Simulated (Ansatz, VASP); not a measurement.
# Cu in VASP and in Ansatz

POSCAR

```
Cu
1.0
   -1.4427933200      1.5510028190      1.3760814500
    1.4427933200     -1.5510028190      1.3760814500
    1.4427933200      1.5510028190     -1.3760814500
Cu
1
Direct
    0.0000000000      0.0000000000      0.0000000000
```

INCAR.step1

```
SYSTEM = Cu
ALGO = Normal
EDIFF = 1E-4
ENCUT = 520
GGA = PE
ISMEAR = 0
LASPH = .True.
LCHARG = .False.
LREAL = .False.
LWAVE = .True.
NBANDS = 12
NELM = 60
PREC = Accurate
SIGMA = 0.15
```

File INCAR.step2:

```
SYSTEM = Cu
ALGO = Normal
EDIFF = 1E-7
ENCUT = 520
ISIF = 2
ISMEAR = 0
ISTART = 1
LASPH = .True.
LCHARG = .False.
LMIXTAU = .True.
LREAL = .False.
LWAVE = .False.
METAGGA = R2SCAN
NBANDS = 12
NELM = 60
PREC = Accurate
SIGMA = 0.15
```

KPOINTS

```
k-points
0
Gamma
  24 24 24
  0 0 0
```

Input for Ansatz:

```yaml
crystal:
  lattice:
    - [-1.44279332, 1.551002819, 1.37608145]
    - [1.44279332, -1.551002819, 1.37608145]
    - [1.44279332, 1.551002819, -1.37608145]
  atoms:
    - { symbol: Cu, position: [0.0, 0.0, 0.0] }
basis:
  ecutwfc: 500
kpoints:
  mp_grid: { grid: [24, 24, 24] }
hamiltonian:
  xc: r2scan
scf:
  occupations: { method: gaussian, width: 0.15 }
output:
  forces: true
  stress: true
  eigenvalues: true
```

Change from the starting cell: strain +0.0750 x Voigt [0, 1, 0, 0, 0, 0], atoms carried along.

Alike in both runs: task single point; functional r2SCAN; k mesh 24 × 24 × 24; occupations gaussian, width 0.15 eV; no spin polarisation.

|  | VASP | Ansatz |
| --- | --- | --- |
| version | VASP 6.6.1 | Ansatz 0.2.0 |
| potentials or method | VASP PAW PBE potentials, release 64 (Cu), cutoff 520 eV | scalar-relativistic, plane waves, PAW |
| valence electrons in the cell | 11 | 19 |

```csv
,VASP,Ansatz,Ansatz less VASP
gap on the k mesh at the Fermi level (eV),none,none,-
pressure (GPa),-8.8,-9.4,-0.62
"traceless stress, the component that is largest in VASP (GPa)",0.95,0.97,+0.018
```

VASP's potentials were made for PBE, not for r2SCAN. A gap of «none» marks a metal or a gap that the smearing closes. The functional is the same, so the differences come from potentials, cutoffs and numerics. VASP's potentials hold 11 valence electrons a cell and Ansatz's 19, so a difference there can come from the potentials and not from the codes.
